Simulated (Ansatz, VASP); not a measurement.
Os2F in VASP and in Ansatz

File INCAR:

```
SYSTEM = Os2F
ALGO     = Normal         ! electronic algorithm
EDIFF    = 1E-6           ! SCF threshold, eV
EDIFFG   = -0.04          ! ionic threshold
ENCUT    = 600            ! plane-wave cutoff, eV
GGA      = PE             ! functional
IBRION   = 2              ! ionic algorithm
ISIF     = 3              ! what is computed and relaxed
ISMEAR   = 0              ! smearing method
LASPH    = .TRUE.         ! aspherical terms in the spheres
LCHARG   = .FALSE.        ! write CHGCAR
LREAL    = .FALSE.        ! projectors in reciprocal space
LWAVE    = .FALSE.        ! write WAVECAR
NELM     = 60             ! most SCF steps
NSW      = 90             ! ionic steps
PREC     = Accurate       ! precision mode
SIGMA    = 0.1            ! smearing width, eV
```

The input KPOINTS:

```
k-points
0
G
  6 6 6
  0 0 0
```

Contents of POSCAR:

```
Os2F
1.0
    1.5441326844      0.8915054210      4.6636757160
   -1.5441326844      0.8915054210      4.6636757160
    0.0000000000     -1.7830108420      4.6636757160
Os F
2 1
Direct
    0.7500000000      0.7500000000      0.7500000000
    0.2500000000      0.2500000000      0.2500000000
    0.0000000000      0.0000000000      0.0000000000
```

Input for Ansatz:

```yaml
crystal:
  lattice:
    - [1.5441326844, 0.891505421, 4.663675716]
    - [-1.5441326844, 0.891505421, 4.663675716]
    - [0.0, -1.783010842, 4.663675716]
  atoms:
    - { symbol: Os, position: [0.75, 0.75, 0.75] }
    - { symbol: Os, position: [0.25, 0.25, 0.25] }
    - { symbol: F, position: [0.0, 0.0, 0.0] }
basis:
  ecutwfc: 420
kpoints:
  mp_grid: { grid: [6, 6, 6] }
hamiltonian:
  xc: pbe
scf:
  occupations: { method: gaussian, width: 0.1 }
  lower_state_search: "off"
output:
  forces: true
  stress: true
  eigenvalues: true
relax:
  adjacent_minimum: "off"
  f_tol: 0.04
  max_steps: 70
  cell: { stress_tol: 0.4 }
```

Alike in both runs: task relaxation of cell and atoms; functional PBE; k mesh 6 × 6 × 6; occupations gaussian, width 0.1 eV; no spin polarisation.

```csv
,VASP,Ansatz
version,VASP 6.6.1,Ansatz 0.2.0
potentials or method,"VASP PAW PBE potentials, release 64 (Os, F), cutoff 600 eV","scalar-relativistic, plane waves, PAW"
valence electrons in the cell,23,39
```

Ansatz gave:

```
gap on the k mesh at the Fermi level, each at its own relaxed structure (eV) : none
relaxed volume (Å³/atom)                                                     : 13.40
relaxed cell length with the largest relative difference (Å)                 : 6.366
```

**Question.** Which values does VASP return?

**Answer.** gap on the k mesh at the Fermi level, each at its own relaxed structure (eV): none; relaxed volume (Å³/atom): 17.70; relaxed cell length with the largest relative difference (Å): 5.398.

A gap of «none» marks a metal or a gap that the smearing closes. One of these differences is far larger than is usual between the two programs; its cause wasn't traced. VASP's potentials hold 23 valence electrons a cell and Ansatz's 39, so a difference there can come from the potentials and not from the codes.

The k mesh is coarse, so the values compare programs but aren't converged. Spin-orbit coupling is off throughout. Noted on VASP's run: the volume moved by over 15 % at a fixed basis, so the end points are rough.
